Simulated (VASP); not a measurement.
A run of VASP 6.6.1 is set up as follows.

The input INCAR:

```
PREC = Accurate
ENCUT = 520
EDIFF = 1E-6
ISMEAR = -1
SIGMA = 0.05
LREAL = False
LASPH = True
NELM = 100
ALGO = Normal
ISIF = 2
LWAVE = False
LCHARG = True
GGA = PE
LELF = True
LVHAR = True
NBANDS = 12
```

File KPOINTS:

```
Automatic mesh
0
Gamma
  12 12 12
```

POSCAR

```
Nb
1.0
    0.0000000000      2.1150000000      2.1150000000
    2.1150000000      0.0000000000      2.1150000000
    2.1150000000      2.1150000000      0.0000000000
Nb
1
Direct
    0.0000000000      0.0000000000      0.0000000000
```

Potentials or basis: VASP PAW PBE potentials, release 64 (Nb_sv).

The run is started by

```bash
$ cat potpaw_PBE.64/Nb_sv/POTCAR > POTCAR
$ mpirun -np 1 vasp_std > vasp.out
```

**Question.** Predict the pressure.

**Answer.** -1.4 GPa.

**Question.** Predict the band gap on the k mesh.

**Answer.** Zero (an odd number of electrons rules out a gap without spin polarisation).
